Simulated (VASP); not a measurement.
# Cr (Im-3m) in VASP: a series of runs, part 2 of 2

VASP 6.6.1.

## Step 4: Single point, LDA, non-collinear spin, typed start, spin-orbit coupling

This run uses another cell than the first one, of 10.83 Å³/atom, 0.892 times its volume.

The input, INCAR:

```
SYSTEM = Cr
ALGO = Normal
EDIFF = 1E-7
ENCUT = 520
GGA_COMPAT = .False.
ISIF = 2
ISMEAR = -1
LASPH = .True.
LCHARG = .True.
LMAXMIX = 4
LNONCOLLINEAR = .True.
LORBIT = 11
LORBMOM = .True.
LREAL = .False.
LSORBIT = .True.
LVHAR = .True.
LWAVE = .False.
MAGMOM = 0 0 1.5
NBANDS = 23
NELM = 150
PREC = Accurate
SIGMA = 0.05
```

The input, KPOINTS:

```
k-points
0
Gamma
  16 16 16
  0 0 0
```

The input, POSCAR:

```
Cr
1.0
   -1.3938677001      1.3938677001      1.3938677001
    1.3938677001     -1.3938677001      1.3938677001
    1.3938677001      1.3938677001     -1.3938677001
Cr
1
Direct
    0.0000000000      0.0000000000      0.0000000000
```

Potentials or basis: VASP PAW LDA potentials, release 64 (Cr_pv).

Run with:

```bash
$ cat potpaw_LDA.64/Cr_pv/POTCAR > POTCAR
$ mpirun -np 1 vasp_ncl > vasp.out
```

OUTCAR:

```text
SYSTEM = Cr
   EDIFF = 1E-7
   ENCUT = 520
   ISIF = 2
   ISMEAR = -1
   LASPH = .True.
   LNONCOLLINEAR = .True.
   LORBIT = 11
   LREAL = .False.
   LSORBIT = .True.
   NELM = 150
   PREC = Accurate

 ion  position               nearest neighbor table
   1  0.000  0.000  0.000-

  LATTYP: Found a body centered cubic cell.
 ALAT       =     2.7877354002

  Lattice vectors:

 A1 = (  -1.3938677001,   1.3938677001,   1.3938677001)
 A2 = (   1.3938677001,  -1.3938677001,   1.3938677001)
 A3 = (   1.3938677001,   1.3938677001,  -1.3938677001)

Analysis of symmetry for initial positions (statically):
=====================================================================
 Subroutine PRICEL returns:
 Original cell was already a primitive cell.

 Routine SETGRP: Setting up the symmetry group for a
 body centered cubic supercell.

 Subroutine GETGRP returns: Found 48 space group operations
 (whereof 48 operations were pure point group operations)
 out of a pool of 48 trial point group operations.

The static configuration has the point symmetry O_h .

Analysis of symmetry for dynamics (positions and initial velocities):
=====================================================================
 Subroutine PRICEL returns:
 Original cell was already a primitive cell.

[... 832 lines left out ...]
  free  energy   TOTEN  =       -10.6448490966 eV

  energy  without entropy=      -10.6389937097  energy(sigma->0) =      -10.64192140

 orbital moment (x)

 # of ion     p       d       tot
 ----------------------------------------
  1         0.000   0.000   0.000
 ----------------------------------------
            0.000   0.000   0.000

 orbital moment (y)

 # of ion     p       d       tot
 ----------------------------------------
  1         0.000  -0.000  -0.000
 ----------------------------------------
            0.000  -0.000  -0.000

 orbital moment (z)

 # of ion     p       d       tot
 ----------------------------------------
  1         0.000  -0.000  -0.000
 ----------------------------------------
            0.000  -0.000  -0.000

 Spin-Orbit-Coupling matrix elements

 Ion:    1  E_soc:     -0.0235872
 l=   1
     0.0000000    -0.0031805    -0.0031805
    -0.0031805     0.0000000    -0.0031805
    -0.0031805    -0.0031805     0.0000000
 l=   2
     0.0000000    -0.0001930     0.0000000    -0.0001930    -0.0005577
    -0.0001930     0.0000000    -0.0004183    -0.0001930    -0.0001394
     0.0000000    -0.0004183     0.0000000    -0.0004183     0.0000000
    -0.0001930    -0.0001930    -0.0004183     0.0000000    -0.0001394
    -0.0005577    -0.0001394     0.0000000    -0.0001394     0.0000000
 l=   3
     0.0000000     0.0000000     0.0000000     0.0000000     0.0000000     0.0000000     0.0000000
     0.0000000     0.0000000     0.0000000     0.0000000     0.0000000     0.0000000     0.0000000
     0.0000000     0.0000000     0.0000000     0.0000000     0.0000000     0.0000000     0.0000000
     0.0000000     0.0000000     0.0000000     0.0000000     0.0000000     0.0000000     0.0000000
     0.0000000     0.0000000     0.0000000     0.0000000     0.0000000     0.0000000     0.0000000
     0.0000000     0.0000000     0.0000000     0.0000000     0.0000000     0.0000000     0.0000000
     0.0000000     0.0000000     0.0000000     0.0000000     0.0000000     0.0000000     0.0000000

 total charge

# of ion       s       p       d       tot
------------------------------------------
    1        0.449   6.441   4.317  11.207

 magnetization (x)

# of ion       s       p       d       tot
------------------------------------------
    1        0.000   0.000   0.000   0.000

 magnetization (y)

# of ion       s       p       d       tot
------------------------------------------
    1        0.000   0.000  -0.000   0.000

 magnetization (z)

# of ion       s       p       d       tot
------------------------------------------
    1       -0.000  -0.000  -0.000  -0.000
```

OSZICAR:

```text
N       E                     dE             d eps       ncg     rms          rms(c)
DAV:   1     0.119909715653E+03    0.11991E+03   -0.65340E+03 25588   0.130E+03
DAV:   2    -0.790793504842E+01   -0.12782E+03   -0.12273E+03 26058   0.380E+02
DAV:   3    -0.119077325431E+02   -0.39998E+01   -0.39647E+01 30923   0.804E+01
DAV:   4    -0.119414955957E+02   -0.33763E-01   -0.33719E-01 28824   0.734E+00
DAV:   5    -0.119419086220E+02   -0.41303E-03   -0.41302E-03 28522   0.770E-01    0.141E+01
DAV:   6    -0.106639335104E+02    0.12780E+01   -0.52247E+00 27206   0.379E+01    0.250E+00
DAV:   7    -0.106581467285E+02    0.57868E-02   -0.11443E-01 26961   0.507E+00    0.125E+00
DAV:   8    -0.106489875526E+02    0.91592E-02   -0.56883E-03 29110   0.127E+00    0.695E-01
DAV:   9    -0.106448287257E+02    0.41588E-02   -0.18751E-03 27430   0.705E-01    0.145E-01
DAV:  10    -0.106448333653E+02   -0.46395E-05   -0.16804E-04 28081   0.157E-01    0.330E-02
DAV:  11    -0.106448447687E+02   -0.11403E-04   -0.54373E-06 27682   0.313E-02    0.113E-02
DAV:  12    -0.106448484921E+02   -0.37234E-05   -0.72327E-07 28991   0.789E-03    0.526E-03
DAV:  13    -0.106448490918E+02   -0.59971E-06   -0.13212E-07 26947   0.446E-03    0.108E-03
DAV:  14    -0.106448490966E+02   -0.48024E-08   -0.53994E-09 13589   0.109E-03
   1 F= -.10644849E+02 E0= -.10641921E+02  d E =-.585539E-02  mag=     0.0000    -0.0000     0.0000
```

stdout:

```text
POSCAR found type information on POSCAR Cr
 POSCAR found :  1 types and       1 ions
 scaLAPACK will be used
 LDA part: xc-table for (Slater(with rela. corr.)+CA(PZ))
 , standard interpolation
 POSCAR, INCAR and KPOINTS ok, starting setup
 FFT: planning ... GRIDC
 FFT: planning ... GRID_SOFT
 FFT: planning ... GRID
 WAVECAR not read
 entering main loop
```

Wall time 9.1 min (1 thread of AMD EPYC 7R13, shared host); peak memory 0.27 GiB.

What came out:

```yaml
Free_energy: -10.6448 eV
Pressure: 0.3 GPa
Net_moment: 0.00 μB per cell
Valence_electrons_inside_the_program's_atomic_spheres: Cr 11.21
```

Moments on the atoms (μB; x, y, z):
```
Cr  0.00 0.00 0.00
```

Caveat: the starting moments collapsed, and a magnetic state may lie lower.

## Step 5: Single point, LDA

This run uses another cell than the first one, of 10.84 Å³/atom, 0.893 times its volume.

The input, INCAR:

```
ALGO     = Normal         # electronic algorithm
EDIFF    = 1E-7           # SCF threshold, eV
ENCUT    = 520            # plane-wave cutoff, eV
ISIF     = 2              # what is computed and relaxed
ISMEAR   = -1             # smearing method
LASPH    = True           # aspherical terms in the spheres
LCHARG   = False          # write CHGCAR
LREAL    = False          # projectors in reciprocal space
LWAVE    = False          # write WAVECAR
NBANDS   = 12             # bands
NELM     = 100            # most SCF steps
PREC     = Accurate       # precision mode
SIGMA    = 0.01           # smearing width, eV
```

The input, KPOINTS:

```
k-points
0
Gamma
  16 16 16
```

The input, POSCAR:

```
Cr
1.0
   -1.3942485114      1.3942485114      1.3942485114
    1.3942485114     -1.3942485114      1.3942485114
    1.3942485114      1.3942485114     -1.3942485114
Cr
1
Direct
    0.0000000000      0.0000000000      0.0000000000
```

Run with:

```bash
$ cat potpaw_LDA.64/Cr_pv/POTCAR > POTCAR
$ mpirun -np 1 vasp_std > vasp.out
```

It took 8.4 s on 1 thread of Intel Xeon Platinum 8488C (Sapphire Rapids), shared host; peak memory 0.12 GiB.

The run converged. Its results:

```
Free energy            : -10.6297 eV
Pressure               : 0.0 GPa
Band gap on the k mesh : zero (band 6 reaches 14.42 eV, above the bottom of band 7 at 10.72 eV)
```

Levels at points of the mesh, in eV from the Fermi level:
```tsv
k point	band 4	band 5	band 6	band 7	band 8	band 9
(0.00, 0.00, 0.00)	-7.95	-0.95	-0.95	-0.95	1.22	1.22
(0.50, 0.00, 0.00)	-4.71	-2.65	1.26	1.44	1.60	3.18
(0.50, 0.50, 0.50)	-4.71	-4.71	2.75	2.75	2.75	5.43
```

Caveat: the run has no spin polarisation, though such a crystal can be magnetic.

## Step 6: Single point, LDA

This run uses another cell than the first one, of 10.84 Å³/atom, 0.893 times its volume.

The input, INCAR:

```
SYSTEM = Cr
  ALGO = Normal
  EDIFF = 1E-6
  ENCUT = 520
  GGA = CA
  ISIF = 2
  ISMEAR = -1
  LASPH = .TRUE.
  LCHARG = .TRUE.
  LELF = .TRUE.
  LREAL = .FALSE.
  LVHAR = .TRUE.
  LWAVE = .FALSE.
  NBANDS = 12
  NELM = 80
  PREC = Accurate
  SIGMA = 0.03
```

The input, KPOINTS:

```
k-points
0
G
  16 16 16
  0 0 0
```

POSCAR is that of step 5.

Potentials or basis: VASP PAW LDA potentials, release 64 (Cr_pv).

Run with:

```bash
$ cat potpaw_LDA.64/Cr_pv/POTCAR > POTCAR
$ mpirun -np 1 vasp_std > vasp.out
```

Run time: 8.2 s. Hardware: 1 thread of Intel Xeon Platinum 8488C (Sapphire Rapids), shared host; peak memory 0.12 GiB.

It converged, with:

* Free energy: -10.6310 eV
* Pressure: 0.0 GPa
* Band gap on the k mesh: zero (band 6 reaches 14.43 eV, above the bottom of band 7 at 10.72 eV)

Levels at points of the mesh, in eV from the Fermi level:
| k point | band 3 | band 4 | band 5 | band 6 | band 7 | band 8 | band 9 | band 10 |
| --- | --- | --- | --- | --- | --- | --- | --- | --- |
| (0.00, 0.00, 0.00) | -42.20 | -7.96 | -0.97 | -0.97 | -0.97 | 1.21 | 1.21 | 5.42 |
| (0.50, 0.00, 0.00) | -42.21 | -4.73 | -2.66 | 1.25 | 1.43 | 1.59 | 3.17 | 5.42 |
| (0.50, 0.50, 0.50) | -42.99 | -4.72 | -4.72 | 2.74 | 2.74 | 2.74 | 5.42 | 11.25 |

Caveat: the run has no spin polarisation, though such a crystal can be magnetic.

## Step 7: Summary

```tsv
cell	k mesh	smearing	gap on the mesh (eV)	pressure (GPa)
a = 2.508 Å, angles 109.5°, 1 atom	26 × 26 × 26	fermi-dirac 0.1 eV	none	-26.7
a = 2.415 Å, angles 109.5°, 1 atom	16 × 16 × 16	fermi-dirac 0.01 eV	none	0.0
a = 2.415 Å, angles 109.5°, 1 atom	16 × 16 × 16	fermi-dirac 0.03 eV	none	0.0
```

Alike in all rows: task single point; level LDA; potentials or basis VASP PAW LDA potentials, release 64 (Cr_pv); no spin polarisation; cutoff (eV) 520.

Caveats: the run has no spin polarisation, though such a crystal can be magnetic.

Total energies depend on the potentials used, so only differences within one code and one set of settings carry meaning.
